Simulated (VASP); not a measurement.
# GaAs in VASP: notebook

GaAs is run at these levels: PBE; tasks: single point, relaxation of cell and atoms.

All numbers are computed with VASP 6.6.1; they aren't measurements. Logs are shortened: lines on timing, memory, paths and dates and some standing lists are left out, and cuts for length are marked.

### Step 1. The cell of the first run

The structure is tetragonal, space group I4/mmm (No. 139). The conventional cell has a = 3.810 Å, b = 3.810 Å, c = 5.404 Å, α = 90.00°, β = 90.00°, γ = 90.00°. Ga (site symmetry 4/mmm) has 6 As at 2.69 to 2.70 Å within 3.6 Å. Within 3.6 Å of As (site symmetry 4/mmm) lie 6 Ga at 2.69 to 2.70 Å.

### Step 2. Single point, PBE

The input, INCAR:

```
SYSTEM = GaAs
PREC = Accurate ; ENCUT = 520
EDIFF = 1E-6 ; ISMEAR = 0
SIGMA = 0.1 ; LREAL = .False.
LASPH = .True. ; NELM = 100
ALGO = Normal ; ISIF = 2
LWAVE = .False. ; LCHARG = .False.
GGA = PE ; NBANDS = 16
```

The input, KPOINTS:

```
regular mesh
0
Gamma
  6 6 6
  0 0 0
```

The input, POSCAR:

```
GaAs
1.0
   -1.9049828192      1.9049828192      2.7020845302
    1.9049828192     -1.9049828192      2.7020845302
    1.9049828192      1.9049828192     -2.7020845302
Ga As
1 1
Direct
    0.5000000000      0.5000000000      0.0000000000
    0.0000000000      0.0000000000      0.0000000000
```

Potentials or basis: VASP PAW PBE potentials, release 64 (Ga_d, As).

The run is started by

```bash
$ cat potpaw_PBE.64/Ga_d/POTCAR potpaw_PBE.64/As/POTCAR > POTCAR
$ mpirun -np 1 vasp_std > vasp.out
```

OUTCAR:

```text
SYSTEM = GaAs
   PREC = Accurate
   ENCUT = 520
   EDIFF = 1E-6
   ISMEAR = 0
   LREAL = .False.
   LASPH = .True.
   NELM = 100
   ISIF = 2
   GGA = PE

 ion  position               nearest neighbor table
   1  0.500  0.500  0.000-   2 2.69   2 2.69   2 2.69   2 2.69   2 2.70   2 2.70
   2  0.000  0.000  0.000-   1 2.69   1 2.69   1 2.69   1 2.69   1 2.70   1 2.70

  LATTYP: Found a body centered tetragonal cell.
 ALAT       =     3.8099656384
 C/A-ratio  =     1.4184298687

  Lattice vectors:

 A1 = (  -1.9049828192,   1.9049828192,   2.7020845302)
 A2 = (   1.9049828192,  -1.9049828192,   2.7020845302)
 A3 = (   1.9049828192,   1.9049828192,  -2.7020845302)

Analysis of symmetry for initial positions (statically):
=====================================================================
 Subroutine PRICEL returns:
 Original cell was already a primitive cell.

 Routine SETGRP: Setting up the symmetry group for a
 body centered tetragonal supercell.

 Subroutine GETGRP returns: Found 16 space group operations
 (whereof 16 operations were pure point group operations)
 out of a pool of 16 trial point group operations.

The static configuration has the point symmetry D_4h.

Analysis of symmetry for dynamics (positions and initial velocities):
=====================================================================
 Subroutine PRICEL returns:
 Original cell was already a primitive cell.

 Routine SETGRP: Setting up the symmetry group for a
 body centered tetragonal supercell.

 Subroutine GETGRP returns: Found 16 space group operations
 (whereof 16 operations were pure point group operations)
 out of a pool of 16 trial point group operations.

The dynamic configuration has the point symmetry D_4h.

 Subroutine INISYM returns: Found 16 space group operations
 (whereof 16 operations are pure point group operations),
 and found     1 'primitive' translations

----------------------------------------------------------------------------------------

                                     Primitive cell

  volume of cell :      39.2230

  direct lattice vectors                    reciprocal lattice vectors
    -1.904982819  1.904982819  2.702084530     0.000000000  0.262469559  0.185042324
     1.904982819 -1.904982819  2.702084530     0.262469559  0.000000000  0.185042324
     1.904982819  1.904982819 -2.702084530     0.262469559  0.262469559  0.000000000

  length of vectors
     3.815649341  3.815649341  3.815649341     0.321140049  0.321140049  0.371188010

  position of ions in fractional coordinates (direct lattice)
[... 75 lines left out ...]
   LSORBIT =      F    spin-orbit coupling
   LASPH  =      T    aspherical Exc in radial PAW
   ENCUT  =  520.0 eV  38.22 Ry    6.18 a.u.   7.09  7.09  7.09*2*pi/ulx,y,z
   NELM   =    100;   NELMIN=  2; NELMDL= -5     # of ELM steps
   EDIFF  = 0.1E-05   stopping-criterion for ELM
   LREAL  =      F    real-space projection
   EDIFFG = 0.1E-04   stopping-criterion for IOM
   NSW    =      0    number of steps for IOM
   IBRION =     -1    ionic relax: 0-MD 1-quasi-New 2-CG
   NFREE  =      0    steps in history (QN), initial steepest desc. (CG)
   ISIF   =      2    stress and relaxation
   ISYM   =      2    0-nonsym 1-usesym 2-fastsym
   POTIM  = 0.5000    time-step for ionic-motion
   TEBEG  =    0.0;   TEEND  =   0.0 temperature during run
   PSTRESS=    0.0 pullay stress
   NELECT =      18.0000    total number of electrons
   NUPDOWN=      -1.0000    fix difference up-down
   EMIN   =  10.00;   EMAX   =-10.00  energy-range for DOS
   EFERMI =   0.00;   METHOD = LEGACY
   ISMEAR =     0;   SIGMA  =   0.10  broadening in eV -4-tet -1-fermi 0-gaus
   EFERMI_NEDOS =   21; number of points for ismear=-14 and -15
   IALGO  =     38    algorithm
   IMIX   =      4    mixing-type and parameters
     AMIX     =   0.40;   BMIX     =  1.00
     AMIX_MAG =   1.60;   BMIX_MAG =  1.00
  volume/ion in A,a.u.               =      19.61       132.35
  Fermi-wavevector in a.u.,A,eV,Ry     =   1.262754  2.386258 21.695128  1.594547
  Thomas-Fermi vector in A             =   2.396146
   LORBIT       =      0    0 simple, 1 ext, 2 COOP (PROOUT), +10 PAW based schemes
   GGA     = PE    functional components
   LHFCALC =     F    Hartree Fock is set to
   AEXX    =    0.0000 exact exchange contribution
   IVDW    =     0    specifies the selected vdW correction
   LEPSILON=     F    determine dielectric tensor
   LRPA    =     F    only Hartree local field effects (RPA)
 non-spin polarized calculation
 Gauss-broadening in eV      SIGMA  =   0.10
  energy-cutoff  :      520.00
  volume of cell :       39.22
 maximum number of plane-waves:      1067
   NGX = 15   NGY = 15   NGZ = 15

 number of electron      17.9999999 magnetization

 Free energy of the ion-electron system (eV)
  ---------------------------------------------------
  ext. energy  EPLUGINS =         0.00000000
  ---------------------------------------------------
  free energy    TOTEN  =        -7.63252374 eV

  energy without entropy =       -7.62263307  energy(sigma->0) =       -7.62757841

 E-fermi :   5.3273     XC(G=0): -10.5914

 val. band max:        5.2998780619   @ k =   0.0000   0.0000   0.0000
 cond. band min:       5.3469444927   @ k =   0.3333  -0.0000   0.0000
 fundamental gap:      0.0470664308
 Fermi energy:         5.3272979473

 k-point     1 :       0.0000    0.0000    0.0000
  band No.  band energies     occupation
      1      -9.6063      2.00000
      2      -9.6060      2.00000
      3      -9.5877      2.00000
      4      -9.5875      2.00000
      5      -9.5875      2.00000
      6      -7.8432      2.00000
[... 433 lines left out ...]
      3      -9.5938      2.00000
      4      -9.5699      2.00000
      5      -9.5636      2.00000
      6      -6.5310      2.00000
[... 8 lines left out ...]
     15      16.6474      0.00000
     16      16.9058      0.00000

 [... further k-points ...]
[... 5 lines left out ...]
  --------------------------------------------------------------------------------------
  -------------------------------------------------------------------------------------
  Total        0.0338107      0.0338107      0.0015061      0.0000000      0.0000000      0.0000000
  in kB        1.3810972      1.3810972      0.0615211      0.0000000      0.0000000      0.0000000
  external PRESSURE =       0.9412385 kB  Pullay stress =       0.0000000 kB

 VOLUME and BASIS-vectors are now :
 -----------------------------------------------------------------------------
  energy-cutoff  :      520.00
  volume of cell :       39.22
      direct lattice vectors                 reciprocal lattice vectors
    -1.904982819  1.904982819  2.702084530     0.000000000  0.262469559  0.185042324
     1.904982819 -1.904982819  2.702084530     0.262469559  0.000000000  0.185042324
     1.904982819  1.904982819 -2.702084530     0.262469559  0.262469559  0.000000000

 POSITION                                       TOTAL-FORCE (eV/Angst)
 -----------------------------------------------------------------------------------
      0.00000      0.00000      2.70208        -0.000000      0.000000      0.000000
      0.00000      0.00000      0.00000         0.000000     -0.000000     -0.000000
 -----------------------------------------------------------------------------------
    total drift:                                0.000000     -0.000000      0.000000

  FREE ENERGIE OF THE ION-ELECTRON SYSTEM (eV)
  ---------------------------------------------------
  free  energy   TOTEN  =        -7.6325237404 eV

  energy  without entropy=       -7.6226330699  energy(sigma->0) =       -7.62757841
```

OSZICAR:

```text
N       E                     dE             d eps       ncg     rms          rms(c)
DAV:   1     0.824615936862E+02    0.82462E+02   -0.88351E+03   976   0.168E+03
DAV:   2    -0.132969315698E+01   -0.83791E+02   -0.80122E+02  1112   0.330E+02
DAV:   3    -0.764052281961E+01   -0.63108E+01   -0.62728E+01  1224   0.639E+01
DAV:   4    -0.772625491206E+01   -0.85732E-01   -0.85709E-01  1120   0.816E+00
DAV:   5    -0.772724224963E+01   -0.98734E-03   -0.98733E-03  1248   0.852E-01    0.224E+00
DAV:   6    -0.763665967519E+01    0.90583E-01   -0.16259E-01  1344   0.711E+00    0.131E+00
DAV:   7    -0.763179532308E+01    0.48644E-02   -0.33213E-02  1480   0.138E+00    0.481E-01
DAV:   8    -0.763244135465E+01   -0.64603E-03   -0.39124E-03  1200   0.855E-01    0.752E-02
DAV:   9    -0.763252499439E+01   -0.83640E-04   -0.43162E-04  1232   0.320E-01    0.517E-02
DAV:  10    -0.763252085399E+01    0.41404E-05   -0.18307E-05  1176   0.383E-02    0.321E-02
DAV:  11    -0.763252391502E+01   -0.30610E-05   -0.12280E-05  1152   0.361E-02    0.254E-03
DAV:  12    -0.763252374039E+01    0.17463E-06   -0.69474E-07   840   0.763E-03
   1 F= -.76325237E+01 E0= -.76275784E+01  d E =-.989067E-02
```

stdout:

```text
POSCAR found type information on POSCAR GaAs
 POSCAR found :  2 types and       2 ions
 scaLAPACK will be used
 LDA part: xc-table for (Slater+PW92), standard interpolation
 POSCAR, INCAR and KPOINTS ok, starting setup
 FFT: planning ... GRIDC
 FFT: planning ... GRID_SOFT
 FFT: planning ... GRID
 WAVECAR not read
 entering main loop
```

It took 14 s on 1 thread of Intel Xeon 6975P-C, shared host; peak memory 0.16 GiB.

What came out:

```
Free energy            : -7.6325 eV
Pressure               : 0.1 GPa
Band gap on the k mesh : zero (band 9 reaches 5.86 eV, above the bottom of band 10 at 2.73 eV)
```

Levels at points of the mesh, in eV from the Fermi level:
| k point | band 5 | band 6 | band 7 | band 8 | band 9 | band 10 | band 11 | band 12 | band 13 | band 14 |
| --- | --- | --- | --- | --- | --- | --- | --- | --- | --- | --- |
| (0.00, 0.00, 0.00) | -14.91 | -13.17 | -0.25 | -0.06 | -0.06 | -0.03 | 7.19 | 7.21 | 7.21 | 7.40 |
| (0.50, 0.00, 0.00) | -14.89 | -10.90 | -7.68 | 0.14 | 0.16 | 2.55 | 2.83 | 2.85 | 4.08 | 12.08 |
| (0.50, 0.50, 0.00) | -14.87 | -10.05 | -5.55 | -3.76 | -2.64 | -2.60 | 3.51 | 9.82 | 9.93 | 11.83 |
| (0.50, 0.50, 0.50) | -14.87 | -10.08 | -5.55 | -3.73 | -2.60 | -2.60 | 3.53 | 9.89 | 9.89 | 11.77 |

Caveat: the k points lie up to 0.39 Å⁻¹ apart.

[end of part 1 of 2]
